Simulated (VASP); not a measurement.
A run of VASP 6.6.1:

File INCAR:

```
SYSTEM = P
  ALGO = Normal
  EDIFF = 1E-6
  ENCUT = 520
  GGA = PE
  ISIF = 2
  ISMEAR = -1
  LASPH = .TRUE.
  LCHARG = .FALSE.
  LREAL = .FALSE.
  LWAVE = .FALSE.
  NBANDS = 18
  NELM = 80
  PREC = Accurate
  SIGMA = 0.05
```

KPOINTS

```
k-points
0
G
  8 8 6
  0 0 0
```

File POSCAR:

```
P
1.0
    1.6576296618     -5.2239237192      0.0000000000
    1.6576296618      5.2239237192      0.0000000000
    0.0000000000      0.0000000000      4.3253395408
P
4
Direct
    0.8970089229      0.1029910771      0.5778400088
    0.1029910771      0.8970089229      0.4221599912
    0.6029910771      0.3970089229      0.0778400088
    0.3970089229      0.6029910771      0.9221599912
```

Potentials or basis: VASP PAW PBE potentials, release 64 (P).

Launch:

```bash
$ cat potpaw_PBE.64/P/POTCAR > POTCAR
$ mpirun -np 1 vasp_std > vasp.out
```

Hardware: 1 thread of Intel(R) Xeon(R) Platinum 8488C (Sapphire Rapids), with other jobs on the host.

**Question.** How long does it take, and how much memory?

**Answer.** It took 94 s on 1 thread of Intel(R) Xeon(R) Platinum 8488C (Sapphire Rapids), on a shared host, peak memory 0.25 GiB. Counts: scf iterations 12, k points 84.
